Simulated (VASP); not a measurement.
A run of VASP 6.6.1:

The input INCAR:

```
SYSTEM = Mo3W
  PREC = Accurate
  ENCUT = 600
  EDIFF = 1E-6
  ISMEAR = 0
  SIGMA = 0.1
  LREAL = .False.
  LASPH = .True.
  NELM = 80
  ALGO = Normal
  ISIF = 3
  LWAVE = .False.
  LCHARG = .False.
  GGA = PE
  IBRION = 2
  NSW = 90
  EDIFFG = -0.04
```

The input KPOINTS:

```
Automatic mesh
0
Gamma
  6 6 6
  0 0 0
```

The input POSCAR:

```
Mo3W
1.0
    0.0000000000      3.1686524050      3.1686524050
    3.1686524050      0.0000000000      3.1686524050
    3.1686524050      3.1686524050      0.0000000000
Mo W
3 1
Direct
    0.7500000000      0.7500000000      0.7500000000
    0.2500000000      0.2500000000      0.2500000000
    0.0000000000      0.0000000000      0.0000000000
    0.5000000000      0.5000000000      0.5000000000
```

Potentials or basis: VASP PAW PBE potentials, release 64 (Mo_sv, W_sv).

Command:

```sh
$ cat potpaw_PBE.64/Mo_sv/POTCAR potpaw_PBE.64/W_sv/POTCAR > POTCAR
$ mpirun -np 1 vasp_std > vasp.out
```

Hardware: 1 thread of Intel(R) Xeon(R) Platinum 8259CL CPU @ 2.50GHz (Skylake/Cascade Lake), on a shared host.

Q: Estimate the wall time of this run.

A: Wall time 38 s on 1 thread of Intel(R) Xeon(R) Platinum 8259CL CPU @ 2.50GHz (Skylake/Cascade Lake), with other jobs on the host, peak memory 0.21 GiB. Counts: scf iterations 14, k points 16, ion steps 1.
